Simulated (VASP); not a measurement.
# ScAl3N4 (Cm) in VASP: relaxation of cell and atoms with LDA

Aim: the relaxation of cell and atoms of ScAl3N4 with LDA.

All numbers are computed with VASP 6.6.1; they aren't measurements. Logs are shortened: lines on timing, memory, paths and dates and some standing lists are left out, and cuts for length are marked.

### 1 The cell of the first run

It takes space group Cm (No. 8, monoclinic). The conventional cell has a = 11.559 Å, b = 3.221 Å, c = 5.580 Å, α = 90.00°, β = 118.86°, γ = 90.00°. Sc (site symmetry m) has 4 N at 1.93 to 1.95 Å within 2.6 Å. Al (site symmetry m) has 4 N at 1.93 to 1.95 Å within 2.6 Å. Within 2.6 Å of Al (site symmetry m) lie 4 N at 1.93 to 1.95 Å. Al (site symmetry m) has 4 N at 1.93 to 1.95 Å within 2.6 Å. N (site symmetry m) has 1 Sc at 1.93 Å and 3 Al at 1.95 Å within 2.6 Å. N (site symmetry m) has 4 Al at 1.93 to 1.95 Å within 2.6 Å. Within 2.6 Å of N (site symmetry m) lie 2 Al at 1.93 to 1.95 Å and 2 Sc at 1.95 Å. Within 2.6 Å of N (site symmetry m) lie 3 Al at 1.93 to 1.95 Å and 1 Sc at 1.95 Å.

### 2 Relaxation of cell and atoms, LDA

The input, INCAR:

```
ALGO = Normal ; EDIFF = 1E-7
EDIFFG = -0.05 ; ENCUT = 600
GGA = CA ; IBRION = 2
ISIF = 3 ; ISMEAR = 0
LASPH = T ; LCHARG = F
LREAL = F ; LWAVE = F
NELM = 80 ; NSW = 100
PREC = Accurate ; SIGMA = 0.1
```

The input, KPOINTS:

```
k-points
0
Gamma
  6 6 6
```

The input, POSCAR:

```
ScAl3N4
1.0
   -3.2215000000      0.0000000000      0.0000000000
    0.0000000000      5.5798016766      0.0000000000
    1.6107500000     -2.7899008383     -5.0615000000
Sc Al N
1 3 4
Direct
    0.0000000000      0.3333333300      0.0000000000
    0.5000000000      0.8333333300      0.0000000000
    0.7500000000      0.4166666700      0.5000000000
    0.2500000000      0.9166666700      0.5000000000
    0.8090000000      0.1423333300      0.6180000000
    0.3090000000      0.6423333300      0.6180000000
    0.5590000000      0.2256666700      0.1180000000
    0.0590000000      0.7256666700      0.1180000000
```

Potentials or basis: VASP PAW LDA potentials, release 64 (Sc_sv, Al, N).

Run with:

```bash
$ cat potpaw_LDA.64/Sc_sv/POTCAR potpaw_LDA.64/Al/POTCAR potpaw_LDA.64/N/POTCAR > POTCAR
$ mpirun -np 1 vasp_std > vasp.out
```

OUTCAR:

```text
EDIFF = 1E-7
   EDIFFG = -0.05
   ENCUT = 600
   GGA = CA
   IBRION = 2
   ISIF = 3
   ISMEAR = 0
   LASPH = T
   LREAL = F
   NELM = 80
   NSW = 100
   PREC = Accurate

 ion  position               nearest neighbor table
   1  0.000  0.333  0.000-   5 1.93   7 1.95   7 1.95   8 1.95   3 3.14   3 3.14   4 3.14   4 3.14
                             4 3.14   3 3.14   2 3.22   2 3.22   2 3.22   2 3.22
   2  0.500  0.833  0.000-   6 1.93   8 1.95   8 1.95   7 1.95   4 3.14   4 3.14   3 3.14   3 3.14
                             4 3.14   3 3.14   1 3.22   1 3.22   1 3.22   1 3.22
   3  0.750  0.417  0.500-   7 1.93   6 1.95   6 1.95   5 1.95   2 3.14   2 3.14   1 3.14   1 3.14
                             2 3.14   1 3.14   4 3.22   4 3.22   4 3.22   4 3.22
   4  0.250  0.917  0.500-   8 1.93   5 1.95   5 1.95   6 1.95   1 3.14   1 3.14   2 3.14   2 3.14
                             1 3.14   2 3.14   3 3.22   3 3.22   3 3.22   3 3.22
   5  0.809  0.142  0.618-   1 1.93   4 1.95   4 1.95   3 1.95
   6  0.309  0.642  0.618-   2 1.93   3 1.95   3 1.95   4 1.95
   7  0.559  0.226  0.118-   3 1.93   1 1.95   1 1.95   2 1.95
   8  0.059  0.726  0.118-   4 1.93   2 1.95   2 1.95   1 1.95

  LATTYP: Found a body centered orthorhombic cell.
 ALAT       =     3.2215000000
 B/A-ratio  =     1.7320508076
 C/A-ratio  =     3.1423250039

  Lattice vectors:

 A1 = (  -1.6107500000,   2.7899008383,   5.0615000000)
 A2 = (   1.6107500000,  -2.7899008383,   5.0615000000)
 A3 = (   1.6107500000,   2.7899008383,  -5.0615000000)

Analysis of symmetry for initial positions (statically):
=====================================================================
 Subroutine PRICEL returns:
 Original cell was already a primitive cell.

 Routine SETGRP: Setting up the symmetry group for a
 body centered orthorhombic supercell.

 Subroutine GETGRP returns: Found  2 space group operations
 (whereof  2 operations were pure point group operations)
 out of a pool of  8 trial point group operations.

The static configuration has the point symmetry C_1h.

Analysis of symmetry for dynamics (positions and initial velocities):
=====================================================================
 Subroutine PRICEL returns:
 Original cell was already a primitive cell.

 Routine SETGRP: Setting up the symmetry group for a
 body centered orthorhombic supercell.

 Subroutine GETGRP returns: Found  2 space group operations
 (whereof  2 operations were pure point group operations)
 out of a pool of  8 trial point group operations.

The dynamic configuration has the point symmetry C_1h.

 Subroutine INISYM returns: Found  2 space group operations
 (whereof  2 operations are pure point group operations),
 and found     1 'primitive' translations

----------------------------------------------------------------------------------------

                                     Primitive cell

  volume of cell :      90.9821

  direct lattice vectors                    reciprocal lattice vectors
    -3.221500000  0.000000000  0.000000000    -0.310414403  0.000000000 -0.098784945
     0.000000000  5.579801677  0.000000000     0.000000000  0.179217839 -0.098784945
     1.610750000 -2.789900838 -5.061500000     0.000000000  0.000000000 -0.197569890

  length of vectors
     3.221500000  5.579801677  5.999737036     0.325753844  0.204639926  0.197569890

  position of ions in fractional coordinates (direct lattice)
     0.000000000  0.333333330  0.000000000
     0.500000000  0.833333330  0.000000000
     0.750000000  0.416666670  0.500000000
     0.250000000  0.916666670  0.500000000
     0.809000000  0.142333330  0.618000000
     0.309000000  0.642333330  0.618000000
     0.559000000  0.225666670  0.118000000
     0.059000000  0.725666670  0.118000000

  ion indices of the primitive-cell ions
   primitive index   ion index
                 1           1
                 2           2
                 3           3
                 4           4
                 5           5
                 6           6
                 7           7
                 8           8

----------------------------------------------------------------------------------------

 KPOINTS: k-points

Automatic generation of k-mesh.
 Grid dimensions read from file:
 generate k-points for:    6    6    6

 Generating k-lattice:

  Cartesian coordinates                     Fractional coordinates (reciprocal lattice)
    -0.051735734  0.000000000 -0.016464158     0.166666667  0.000000000 -0.000000000
     0.000000000  0.029869640 -0.016464158     0.000000000  0.166666667 -0.000000000
     0.000000000  0.000000000 -0.032928315     0.000000000  0.000000000  0.166666667

  Length of vectors
     0.054292307  0.034106654  0.032928315

  Shift w.r.t. Gamma in fractional coordinates (k-lattice)
     0.000000000  0.000000000  0.000000000

 Subroutine IBZKPT returns following result:
 ===========================================

 Found     68 irreducible k-points:

 Following reciprocal coordinates:
            Coordinates               Weight
  0.000000  0.000000  0.000000      1.000000
  0.166667  0.000000  0.000000      4.000000
  0.333333  0.000000  0.000000      4.000000
  0.500000  0.000000  0.000000      2.000000
  0.000000  0.166667  0.000000      2.000000
  0.000000  0.166667 -0.166667      2.000000
[... 16 lines left out ...]
  0.500000  0.333333 -0.333333      4.000000
 -0.333333  0.333333  0.000000      4.000000
 [... further k-points ...]
   k-points           NKPTS =     68   k-points in BZ     NKDIM =     68   number of bands    NBANDS=     25
   number of dos      NEDOS =    301   number of ions     NIONS =      8
   total plane-waves  NPLWV =  64512
   dimension x,y,z NGX =    28 NGY =   48 NGZ =   48
   dimension x,y,z NGXF=    56 NGYF=   96 NGZF=   96
   ions per type =               1   3   4
   NGX,Y,Z   is equivalent  to a cutoff of  14.45, 14.30, 13.30 a.u.
   NGXF,Y,Z  is equivalent  to a cutoff of  28.90, 28.60, 26.60 a.u.
 SYSTEM =  unknown system
   PREC   = accura    normal or accurate (medium, high low for compatibility)
   ISTART =      0    job   : 0-new  1-cont  2-samecut
   ICHARG =      2    charge: 1-file 2-atom 10-const
   ISPIN  =      1    spin polarized calculation?
   LNONCOLLINEAR =      F non collinear calculations
   LSORBIT =      F    spin-orbit coupling
   LASPH  =      T    aspherical Exc in radial PAW
   ENCUT  =  600.0 eV  44.10 Ry    6.64 a.u.   6.43 11.14 11.98*2*pi/ulx,y,z
   NELM   =     80;   NELMIN=  2; NELMDL= -5     # of ELM steps
   EDIFF  = 0.1E-06   stopping-criterion for ELM
   LREAL  =      F    real-space projection
   EDIFFG = -.5E-01   stopping-criterion for IOM
   NSW    =    100    number of steps for IOM
   IBRION =      2    ionic relax: 0-MD 1-quasi-New 2-CG
   NFREE  =      1    steps in history (QN), initial steepest desc. (CG)
   ISIF   =      3    stress and relaxation
   ISYM   =      2    0-nonsym 1-usesym 2-fastsym
   POTIM  = 0.5000    time-step for ionic-motion
   TEBEG  =    0.0;   TEEND  =   0.0 temperature during run
   PSTRESS=    0.0 pullay stress
   NELECT =      40.0000    total number of electrons
   NUPDOWN=      -1.0000    fix difference up-down
   EMIN   =  10.00;   EMAX   =-10.00  energy-range for DOS
   EFERMI =   0.00;   METHOD = LEGACY
   ISMEAR =     0;   SIGMA  =   0.10  broadening in eV -4-tet -1-fermi 0-gaus
   EFERMI_NEDOS =   21; number of points for ismear=-14 and -15
   IALGO  =     38    algorithm
   IMIX   =      4    mixing-type and parameters
     AMIX     =   0.40;   BMIX     =  1.00
     AMIX_MAG =   1.60;   BMIX_MAG =  1.00
  volume/ion in A,a.u.               =      11.37        76.75
  Fermi-wavevector in a.u.,A,eV,Ry     =   1.244828  2.352384 21.083553  1.549597
  Thomas-Fermi vector in A             =   2.379078
   LORBIT       =      0    0 simple, 1 ext, 2 COOP (PROOUT), +10 PAW based schemes
   GGA     = CA    functional components
   LHFCALC =     F    Hartree Fock is set to
   AEXX    =    0.0000 exact exchange contribution
   IVDW    =     0    specifies the selected vdW correction
   LEPSILON=     F    determine dielectric tensor
   LRPA    =     F    only Hartree local field effects (RPA)
 conjugate gradient relaxation of ions
 non-spin polarized calculation
 Gauss-broadening in eV      SIGMA  =   0.10
  energy-cutoff  :      600.00
  volume of cell :       90.98
 maximum number of plane-waves:      3066
 NGX is ok and might be reduce to    28
   NGX = 13   NGY = 23   NGZ = 23

--------------------------------------- Ionic step        1  -------------------------------------------

 number of electron      40.0000001 magnetization

 Free energy of the ion-electron system (eV)
  ---------------------------------------------------
  ext. energy  EPLUGINS =         0.00000000
  ---------------------------------------------------
  free energy    TOTEN  =       -67.48742009 eV

  energy without entropy =      -67.48742009  energy(sigma->0) =      -67.48742009

------------------------ aborting loop because EDIFF is reached ----------------------------------------

  FORCE on cell =-STRESS in cart. coord.  units (eV):
  Direction    XX          YY          ZZ          XY          YZ          ZX
  --------------------------------------------------------------------------------------
  -------------------------------------------------------------------------------------
  Total       -1.9006807     -1.6104013      0.1114759      0.0000000     -0.0489395      0.0000000
  in kB      -33.4706082    -28.3588458      1.9630683      0.0000000     -0.8618140      0.0000000
  external PRESSURE =     -19.9554619 kB  Pullay stress =       0.0000000 kB
[... 107 lines left out ...]
  FREE ENERGIE OF THE ION-ELECTRON SYSTEM (eV)
  ---------------------------------------------------
  free  energy   TOTEN  =       -68.0107877412 eV

  energy  without entropy=      -68.0107877412  energy(sigma->0) =      -68.01078774

[... ionic steps 4 to 7 ...]

--------------------------------------- Ionic step        8  -------------------------------------------

 number of electron      40.0000000 magnetization

------------------------ aborting loop because EDIFF is reached ----------------------------------------
[... 79 lines left out ...]
--------------------------------------- Ionic step       10  -------------------------------------------

 number of electron      40.0000000 magnetization

 Free energy of the ion-electron system (eV)
  ---------------------------------------------------
  ext. energy  EPLUGINS =         0.00000000
  ---------------------------------------------------
  free energy    TOTEN  =       -68.04863894 eV

  energy without entropy =      -68.04863894  energy(sigma->0) =      -68.04863894

 E-fermi :   5.4554     XC(G=0): -11.2801

 val. band max:        5.0322880321   @ k =   0.5000   0.5000   0.1667
 cond. band min:       8.8915466443   @ k =   0.0000   0.0000   0.0000
 fundamental gap:      3.8592586122
 Fermi energy:         5.4554179872

 k-point     1 :       0.0000    0.0000    0.0000
  band No.  band energies     occupation
      1     -40.8527      2.00000
      2     -20.0530      2.00000
      3     -20.0466      2.00000
      4     -19.8394      2.00000
      5      -9.3224      2.00000
      6      -7.3801      2.00000
[... 661 lines left out ...]
     24      10.6210      0.00000
     25      11.4845      0.00000

 [... further k-points ...]
[... 5 lines left out ...]
  --------------------------------------------------------------------------------------
  -------------------------------------------------------------------------------------
  Total        0.0786727     -0.0441558      0.0421001      0.0000000      0.0428580      0.0000000
  in kB        1.4210036     -0.7975522      0.7604218      0.0000000      0.7741106      0.0000000
  external PRESSURE =       0.4612911 kB  Pullay stress =       0.0000000 kB
[... 23 lines left out ...]
  FREE ENERGIE OF THE ION-ELECTRON SYSTEM (eV)
  ---------------------------------------------------
  free  energy   TOTEN  =       -68.0486389373 eV

  energy  without entropy=      -68.0486389372  energy(sigma->0) =      -68.04863894

 reached required accuracy - stopping structural energy minimisation
```

It took 21 min on 1 thread of Intel Xeon Platinum 8488C (Sapphire Rapids), shared host; peak memory 0.34 GiB.

What came out:

| Property | Result |
| --- | --- |
| Free energy | -68.0486 eV |
| Relaxed volume | 11.09 Å³/atom |
| Relaxed cell | a = 3.182 Å, b = 5.565 Å, c = 5.943 Å, α = 117.82°, β = 105.53°, γ = 90.00° |
| Space group after relaxing (to 0.1 Å) | Cm (No. 8) |
| Energy gained by relaxing | 70.2 meV/atom |
| Ionic steps | 10 |
| Pressure after relaxing | 0.0 GPa |
| Largest force after relaxing | 0.041 eV/Å |
| Band gap on the k mesh | 3.86 eV (least direct gap 3.97 eV) |

Forces on the atoms (eV/Å):
```
Sc   0.000 -0.012 -0.028
Al   0.000 -0.036  0.021
Al   0.000  0.011 -0.030
Al   0.000  0.030 -0.017
N    0.000  0.001 -0.016
N    0.000 -0.002  0.036
N    0.000 -0.016  0.028
N    0.000  0.023  0.005
```

Step by step:
```
step  energy change (eV)  largest force (eV/Å)  pressure (GPa)  volume (Å³)
   1              0.0000                3.1373           -2.00        90.98
   2             -0.4621                1.2414           -0.52        89.13
   3             -0.5234                0.4896           -1.51        89.61
   4             -0.5404                0.4971            1.25        88.25
   5             -0.5446                0.2331            0.37        88.66
   6             -0.5518                0.1742            0.11        88.76
   7             -0.5544                0.2334           -0.15        88.85
   8             -0.5591                0.1271           -0.15        88.83
   9             -0.5604                0.1260           -0.15        88.81
  10             -0.5612                0.0414            0.05        88.70
```

Final structure:
```cif
data_structure
_symmetry_space_group_name_H-M 'P 1'
_symmetry_Int_Tables_number 1
_cell_length_a 3.1819
_cell_length_b 5.5647
_cell_length_c 5.9430
_cell_angle_alpha 117.817
_cell_angle_beta 105.528
_cell_angle_gamma 90.000
_cell_volume 88.70
loop_
_atom_site_label
_atom_site_type_symbol
_atom_site_fract_x
_atom_site_fract_y
_atom_site_fract_z
_atom_site_occupancy
Sc1 Sc 0.00505 0.33614 0.01010 1
Al1 Al 0.50034 0.83735 0.00068 1
Al2 Al 0.75385 0.41713 0.50770 1
Al3 Al 0.24597 0.91555 0.49193 1
N1 N 0.79965 0.12981 0.59930 1
N2 N 0.30628 0.64308 0.61256 1
N3 N 0.56785 0.21403 0.13570 1
N4 N 0.05701 0.74291 0.11403 1
```

Levels at points of the mesh, in eV from the valence-band top:
```csv
k point,band 17,band 18,band 19,band 20,band 21,band 22,band 23,band 24
"(0.00, 0.00, 0.00)",-0.64,-0.56,-0.43,-0.14,3.86,4.47,4.86,5.07
"(0.50, 0.00, 0.00)",-1.34,-0.94,-0.38,-0.23,4.34,4.63,5.05,6.04
"(0.00, 0.50, 0.00)",-0.78,-0.67,-0.37,-0.28,4.54,5.44,5.66,5.88
"(0.00, 0.50, 0.50)",-1.06,-0.94,-0.15,-0.05,4.71,5.14,5.59,5.84
"(0.50, 0.50, 0.00)",-1.53,-0.99,-0.25,-0.01,4.17,4.42,4.94,5.21
"(0.00, 0.00, 0.50)",-0.83,-0.72,-0.50,-0.40,4.36,4.64,5.49,5.76
```

Caveat: the relaxation stopped at a loose force limit of 0.05 eV/Å, so its end isn't a converged minimum. A k mesh can miss the band edges.
